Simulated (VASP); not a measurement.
# MgB2 (P6/mmm) in VASP: a series of runs, part 2 of 2

VASP 6.6.1. The steps go on from the part before.

### Step 3. Single point, PBEsol

This run uses another cell than the first one, of 9.41 Å³/atom.

File INCAR:

```
SYSTEM = MgB2
  PREC = Accurate
  ENCUT = 520
  EDIFF = 1E-6
  ISMEAR = -1
  SIGMA = 0.1
  LREAL = .False.
  LASPH = .True.
  NELM = 100
  ALGO = Normal
  ISIF = 2
  LWAVE = .False.
  LCHARG = .False.
  GGA = PS
  NBANDS = 11
```

File KPOINTS:

```
Automatic mesh
0
Gamma
  16 16 12
  0 0 0
```

File POSCAR:

```
MgB2
1.0
    3.0586215430      0.0000000000      0.0000000000
   -1.5293107715      2.6488439568      0.0000000000
    0.0000000000      0.0000000000      3.4860828671
Mg B
1 2
Direct
    0.0000000000      0.0000000000      0.0000000000
    0.3333333333      0.6666666667      0.5000000000
    0.6666666667      0.3333333333      0.5000000000
```

Potentials or basis: VASP PAW PBE potentials, release 64 (Mg, B).

On the command line:

```bash
$ cat potpaw_PBE.64/Mg/POTCAR potpaw_PBE.64/B/POTCAR > POTCAR
$ mpirun -np 1 vasp_std > vasp.out
```

Run time: 62 s. Hardware: 1 thread of Intel Xeon 8259CL, shared host; peak memory 0.2 GiB.

Results (log left out):

```yaml
Free_energy: -16.2344 eV
Pressure: 1.0 GPa
Band_gap_on_the_k_mesh: zero (bands 4 and 5 overlap by 3.07 eV)
```

Stress tensor (GPa, compression positive):
```
1.13 0.00 0.00
0.00 1.13 0.00
0.00 0.00 0.79
```

Levels at points of the mesh, in eV from the Fermi level:
| k point | band 2 | band 3 | band 4 | band 5 | band 6 | band 7 |
| --- | --- | --- | --- | --- | --- | --- |
| (0.00, 0.00, 0.00) | -2.95 | 0.40 | 0.40 | 1.75 | 6.40 | 6.40 |
| (0.50, 0.00, 0.00) | -7.93 | -2.19 | 0.24 | 3.17 | 3.91 | 5.48 |
| (0.00, 0.00, 0.50) | -7.55 | 0.80 | 0.80 | 6.72 | 6.72 | 8.11 |
| (0.50, 0.00, 0.50) | -7.00 | -3.63 | -1.89 | -1.31 | 5.87 | 8.99 |

Caveat: the PAW data sets were made with another functional, which shifts forces and pressure a little.

### Step 4. Single point, PBEsol

This run uses another cell than the first one, of 9.35 Å³/atom.

File INCAR:

```
PREC = Accurate
ENCUT = 520
EDIFF = 1E-6
ISMEAR = -1
SIGMA = 0.1
LREAL = F
LASPH = T
NELM = 80
ALGO = Normal
ISIF = 2
LWAVE = F
LCHARG = F
GGA = PS
NBANDS = 11
```

File KPOINTS:

```
regular mesh
0
Gamma
  16 16 12
```

File POSCAR:

```
MgB2
1.0
    3.0537720894      0.0000000000      0.0000000000
   -1.5268860447      2.6446442068      0.0000000000
    0.0000000000      0.0000000000      3.4744537121
Mg B
1 2
Direct
    0.0000000000      0.0000000000      0.0000000000
    0.3333333333      0.6666666667      0.5000000000
    0.6666666667      0.3333333333      0.5000000000
```

On the command line:

```bash
$ cat potpaw_PBE.64/Mg/POTCAR potpaw_PBE.64/B/POTCAR > POTCAR
$ mpirun -np 1 vasp_std > vasp.out
```

It took 78 s on 1 thread of Intel Xeon 8259CL, shared host; peak memory 0.2 GiB.

The run converged. Its results:

```yaml
Free_energy: -16.2327 eV
Pressure: 2.0 GPa
Band_gap_on_the_k_mesh: zero (bands 4 and 5 overlap by 3.10 eV)
```

Stress tensor (GPa, compression positive):
```
2.07 0.00 0.00
0.00 2.07 0.00
0.00 0.00 1.85
```

Levels at points of the mesh, in eV from the Fermi level:
```
           k point  band 1  band 2  band 3  band 4  band 5  band 6  band 7  band 8  band 9
(0.00, 0.00, 0.00)  -12.59   -2.95    0.40    0.40    1.79    6.41    6.41    8.45   10.24
(0.50, 0.00, 0.00)   -8.60   -7.96   -2.20    0.25    3.19    3.91    5.54    7.46   12.90
(0.00, 0.00, 0.50)  -11.25   -7.57    0.80    0.80    6.73    6.73    8.13   10.36   10.39
(0.50, 0.00, 0.50)   -7.57   -7.01   -3.65   -1.90   -1.32    5.91    9.04    9.09   13.49
```

Caveat: the PAW data sets were made with another functional, which shifts forces and pressure a little.

### Step 5. Single point, PBEsol

This run uses another cell than the first one, of 9.48 Å³/atom.

File INCAR:

```
SYSTEM = MgB2
ALGO = Normal
EDIFF = 1E-6
ENCUT = 520
GGA = PS
ISIF = 2
ISMEAR = -1
LASPH = .True.
LCHARG = .True.
LELF = .True.
LREAL = .False.
LVHAR = .True.
LWAVE = .False.
NBANDS = 11
NELM = 60
PREC = Accurate
SIGMA = 0.1
```

File KPOINTS:

```
k-points
0
Gamma
  16 16 12
  0 0 0
```

File POSCAR:

```
MgB2
1.0
    3.0645010570      0.0000000000      0.0000000000
   -1.5322505285      2.6539357653      0.0000000000
    0.0000000000      0.0000000000      3.4965793458
Mg B
1 2
Direct
    0.0000000000      0.0000000000      0.0000000000
    0.3333333333      0.6666666667      0.5000000000
    0.6666666667      0.3333333333      0.5000000000
```

Potentials or basis: VASP PAW PBE potentials, release 64 (Mg, B).

On the command line:

```bash
$ cat potpaw_PBE.64/Mg/POTCAR potpaw_PBE.64/B/POTCAR > POTCAR
$ mpirun -np 1 vasp_std > vasp.out
```

OUTCAR:

```text
SYSTEM = MgB2
   EDIFF = 1E-6
   ENCUT = 520
   GGA = PS
   ISIF = 2
   ISMEAR = -1
   LASPH = .True.
   LREAL = .False.
   NELM = 60
   PREC = Accurate

 ion  position               nearest neighbor table
   1  0.000  0.000  0.000-   2 2.49   3 2.49   2 2.49   3 2.49   3 2.49   3 2.49   2 2.49   2 2.49
                             3 2.49   3 2.49   2 2.49   2 2.49
   2  0.333  0.667  0.500-   3 1.77   3 1.77   3 1.77   1 2.49   1 2.49   1 2.49   1 2.49   1 2.49
                             1 2.49
   3  0.667  0.333  0.500-   2 1.77   2 1.77   2 1.77   1 2.49   1 2.49   1 2.49   1 2.49   1 2.49
                             1 2.49

  LATTYP: Found a hexagonal cell.
[... 534 lines left out ...]
  --------------------------------------------------------------------------------------
  -------------------------------------------------------------------------------------
  Total        0.0081835      0.0081835     -0.0306764      0.0000000     -0.0000000     -0.0000000
  in kB        0.4610565      0.4610565     -1.7283069      0.0000000     -0.0000000     -0.0000000
  external PRESSURE =      -0.2687313 kB  Pullay stress =       0.0000000 kB

 VOLUME and BASIS-vectors are now :
 -----------------------------------------------------------------------------
  energy-cutoff  :      520.00
  volume of cell :       28.44
      direct lattice vectors                 reciprocal lattice vectors
     3.064501057  0.000000000  0.000000000     0.326317394  0.188399435  0.000000000
    -1.532250529  2.653935765  0.000000000     0.000000000  0.376798871  0.000000000
     0.000000000  0.000000000  3.496579346     0.000000000  0.000000000  0.285993796

 POSITION                                       TOTAL-FORCE (eV/Angst)
 -----------------------------------------------------------------------------------
      0.00000      0.00000      0.00000        -0.000000      0.000000      0.000000
     -0.00000      1.76929      1.74829        -0.000000      0.000000      0.000000
      1.53225      0.88465      1.74829         0.000000     -0.000000      0.000000
 -----------------------------------------------------------------------------------
    total drift:                                0.000000     -0.000000      0.000000

  FREE ENERGIE OF THE ION-ELECTRON SYSTEM (eV)
  ---------------------------------------------------
  free  energy   TOTEN  =       -16.2350834371 eV

  energy  without entropy=      -16.2128689054  energy(sigma->0) =      -16.22397617
```

Run time: 65 s. Hardware: 1 thread of Intel Xeon 8259CL, shared host; peak memory 0.2 GiB.

Results:

```yaml
Free_energy: -16.2351 eV
Pressure: 0.0 GPa
Band_gap_on_the_k_mesh: zero (bands 4 and 5 overlap by 3.05 eV)
```

Caveat: the PAW data sets were made with another functional, which shifts forces and pressure a little.

### Step 6. The runs side by side

```csv
cell,gap on the mesh (eV),pressure (GPa)
"a = 3.044, b = 3.044, c = 3.453 Å, angles 90.0, 90.0, 120.0°, 3 atoms",none,4.0
"a = 3.059, b = 3.059, c = 3.486 Å, angles 90.0, 90.0, 120.0°, 3 atoms",none,1.0
"a = 3.054, b = 3.054, c = 3.474 Å, angles 90.0, 90.0, 120.0°, 3 atoms",none,2.0
"a = 3.065, b = 3.065, c = 3.497 Å, angles 90.0, 90.0, 120.0°, 3 atoms",none,0.0
```

Alike in all rows: task single point; level PBEsol; potentials or basis VASP PAW PBE potentials, release 64 (Mg, B); no spin polarisation; k mesh 16 × 16 × 12; cutoff (eV) 520; smearing fermi-dirac 0.1 eV.

Caveats: the PAW data sets were made with another functional, which shifts forces and pressure a little; the cell stands under pressure (at least some runs).

Total energies depend on the potentials used, so only differences within one code and one set of settings carry meaning.
